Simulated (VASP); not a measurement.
AlC, 4 atoms in the cell. The structure is orthorhombic, space group Cmmm (No. 65). The conventional cell has a = 3.038 Å, b = 5.361 Å, c = 2.730 Å, α = 90.00°, β = 90.00°, γ = 90.00°. Al (site symmetry mmm) has 4 C at 2.04 Å within 2.7 Å. C (site symmetry mmm) has 4 Al at 2.04 Å within 2.7 Å. 

```yaml
Program: VASP 6.6.1
Task: single point
Functional: PBE
Potentials_or_basis: VASP PAW PBE potentials, release 64 (Al, C)
Cutoff: 520 eV
k_mesh: 4 × 6 × 4
Occupations: gaussian, width 0.1 eV
Spin: no spin polarisation
Dipole_correction: no
Further_INCAR_settings: ALGO = Normal; EDIFF = 1e-07; NBANDS = 15
```

Potentials or basis: VASP PAW PBE potentials, release 64 (Al, C).

Run with:

```console
$ cat potpaw_PBE.64/Al/POTCAR potpaw_PBE.64/C/POTCAR > POTCAR
$ mpirun -np 1 vasp_std > vasp.out
```

Hardware: 1 thread of Intel(R) Xeon(R) Platinum 8488C (Sapphire Rapids), on a shared host.

How long does it take, and how much memory?

It took 11 s on 1 thread of Intel(R) Xeon(R) Platinum 8488C (Sapphire Rapids) (shared host), peak memory 0.15 GiB. Counts: scf iterations 13, k points 36.
